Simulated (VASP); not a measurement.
The system is Sn2As3.

```
CELL_PARAMETERS angstrom
4.35527 0.00000 0.00000
-2.17764 3.77178 0.00000
0.00000 0.00000 6.77610
ATOMIC_POSITIONS crystal
Sn 0.33333 0.66667 0.24500
Sn 0.66667 0.33333 0.75500
As 0.00000 0.00000 0.00000
As 0.33333 0.66667 0.64500
As 0.66667 0.33333 0.35500
```

```yaml
Program: VASP 6.6.1
Task: relaxation of cell and atoms
Functional: PBE
Potentials_or_basis: VASP PAW PBE potentials, release 64 (Sn_d, As_d)
Cutoff: 510 eV
k_mesh: 6 × 6 × 4
Occupations: gaussian, width 0.1 eV
Spin: no spin polarisation
```

At the start: pressure 12.9 GPa; volume 22.26 Å³/atom.

**Question.** How do energy, volume and symmetry change on relaxing?

**Answer.** Over 32 steps the energy falls by 349.9 meV/atom and the volume is 27.47 Å³/atom (+23.4 %); space group P-3m1 (No. 164, to 0.1 Å) before and after.

The path:
| step | energy change (eV) | largest force (eV/Å) | pressure (GPa) | volume (Å³) |
| --- | --- | --- | --- | --- |
| 1 | 0.0000 | 1.8142 | 12.94 | 111.31 |
| 2 | -0.6452 | 0.3291 | -4.40 | 142.85 |
| 3 | -0.8035 | 0.6881 | -0.63 | 131.46 |
| 4 | -0.8566 | 0.6234 | -0.51 | 130.43 |
| 5 | -0.9803 | 0.3817 | 0.05 | 127.34 |
| 6 | -0.9892 | 0.3463 | 2.15 | 121.28 |
| 7 | -1.0311 | 0.2887 | 0.97 | 124.25 |
| 8 | -1.0443 | 0.2400 | -1.18 | 128.86 |
| 9 | -1.0486 | 0.2485 | -0.51 | 127.28 |
| 10 | -1.0723 | 0.2067 | -0.29 | 126.94 |
| 11 | -1.1640 | 0.3980 | 0.61 | 125.85 |
| 12 | -1.4723 | 0.5713 | 4.29 | 123.37 |
| 13 | -0.1834 | 1.0794 | 17.32 | 117.36 |
| 14 | -1.4661 | 0.2476 | 6.87 | 122.20 |
| 15 | -1.5065 | 0.1970 | 5.74 | 122.79 |
| 16 | -1.5095 | 0.1810 | 5.47 | 122.93 |
| 17 | -1.5111 | 0.1846 | 5.50 | 122.96 |
| 18 | -1.5150 | 0.1948 | 5.58 | 123.03 |
| 19 | -1.5199 | 0.2126 | 5.73 | 123.19 |
| 20 | -1.5183 | 0.2362 | 6.05 | 123.49 |
| 21 | -1.5209 | 0.2232 | 5.87 | 123.31 |
| 22 | -1.5283 | 0.2229 | 5.75 | 123.52 |
| 23 | -1.5496 | 0.2210 | 5.41 | 124.16 |
| 24 | -1.5886 | 0.2163 | 4.75 | 125.43 |
| 25 | -1.6527 | 0.2045 | 3.51 | 127.99 |
| 26 | -1.7294 | 0.1779 | 1.34 | 133.22 |
| 27 | -1.7053 | 0.2077 | -2.03 | 144.10 |
| 28 | -1.7458 | 0.1521 | -0.20 | 137.58 |
| 29 | -1.7459 | 0.1536 | -0.08 | 137.23 |
| 30 | -1.7465 | 0.1385 | -0.07 | 137.24 |
| 31 | -1.7482 | 0.0916 | -0.04 | 137.27 |
| 32 | -1.7496 | 0.0141 | 0.02 | 137.33 |

Final structure:
```
Sn As
1.0
     4.48898    0.00000    0.00000
    -2.24449    3.88757    0.00000
     0.00000    0.00000    7.86965
Sn As
2 3
Direct
  0.33333 0.66667 0.17763
  0.66667 0.33333 0.82237
  0.00000 0.00000 0.00000
  0.33333 0.66667 0.54021
  0.66667 0.33333 0.45979
```

Caveat: the volume moved by over 15 % at a fixed basis, so the end points are rough; an odd number of electrons without spin polarisation forces a metal; a magnetic or distorted state may lie lower.
